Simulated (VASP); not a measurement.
Here is a VASP 6.6.1 calculation.

The input INCAR:

```
SYSTEM = Ru
  ALGO = Normal
  EDIFF = 1E-6
  EDIFFG = -0.01
  ENCUT = 600
  GGA = PS
  IBRION = 2
  ISIF = 3
  ISMEAR = -1
  LASPH = .True.
  LCHARG = .False.
  LREAL = .False.
  LWAVE = .False.
  NELM = 100
  NSW = 60
  PREC = Accurate
  SIGMA = 0.05
```

KPOINTS

```
k-points
0
Gamma
  11 11 6
  0 0 0
```

The input POSCAR:

```
Ru
1.0
    2.7058000000      0.0000000000      0.0000000000
   -1.3529000000      2.3432915376      0.0000000000
    0.0000000000      0.0000000000      4.2819000000
Ru
2
Direct
    0.6666666667      0.3333333333      0.7500000000
    0.3333333333      0.6666666667      0.2500000000
```

Potentials or basis: VASP PAW PBE potentials, release 64 (Ru_pv).

Launch:

```sh
$ cat potpaw_PBE.64/Ru_pv/POTCAR > POTCAR
$ mpirun -np 1 vasp_std > vasp.out
```

(1) Estimate the relaxed cell.

(2) Estimate the space group after relaxing (to 0.1 Å).

(3) What does it give for the relaxed volume?

## Answers

(1) a = 2.689 Å, b = 2.689 Å, c = 4.255 Å, α = 90.00°, β = 90.00°, γ = 120.00°.

(2) P6_3/mmc (No. 194).

(3) 13.32 Å³/atom.

Caveat: the PAW data sets were made with another functional, which shifts forces and pressure a little.
